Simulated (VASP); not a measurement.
Input of a VASP 6.6.1 run:

Contents of INCAR:

```
PREC = Accurate
ENCUT = 520
EDIFF = 1E-6
ISMEAR = 0
SIGMA = 0.1
LREAL = F
LASPH = T
NELM = 60
ALGO = Normal
ISIF = 2
LWAVE = F
LCHARG = F
GGA = PE
NBANDS = 25
```

KPOINTS

```
Automatic mesh
0
Gamma
  6 6 6
```

POSCAR

```
Be3C2
1.0
    2.4863278475      1.4354820520      3.3110299191
   -2.4863278475      1.4354820520      3.3110299191
    0.0000000000     -2.8709641041      3.3110299191
Be C
6 4
Direct
    0.0785157571      0.4214842429      0.7500000000
    0.7500000000      0.0785157571      0.4214842429
    0.4214842429      0.7500000000      0.0785157571
    0.9214842429      0.5785157571      0.2500000000
    0.2500000000      0.9214842429      0.5785157571
    0.5785157571      0.2500000000      0.9214842429
    0.8348854350      0.8348854350      0.8348854350
    0.6651145650      0.6651145650      0.6651145650
    0.1651145650      0.1651145650      0.1651145650
    0.3348854350      0.3348854350      0.3348854350
```

Potentials or basis: VASP PAW PBE potentials, release 64 (Be, C).

Run with:

```bash
$ cat potpaw_PBE.64/Be/POTCAR potpaw_PBE.64/C/POTCAR > POTCAR
$ mpirun -np 1 vasp_std > vasp.out
```

Q: Estimate the pressure.

A: 0.4 GPa.

Q: What does it give for the band gap on the k mesh?

A: Zero (bands 14 and 15 overlap by 2.11 eV).

Forces on the atoms (eV/Å):
```
Be   0.015  0.000  0.000
Be  -0.008  0.013  0.000
Be  -0.008 -0.013  0.000
Be  -0.015  0.000  0.000
Be   0.008 -0.013  0.000
Be   0.008  0.013  0.000
C    0.000  0.000  0.017
C    0.000  0.000 -0.017
C    0.000  0.000 -0.017
C    0.000  0.000  0.017
```
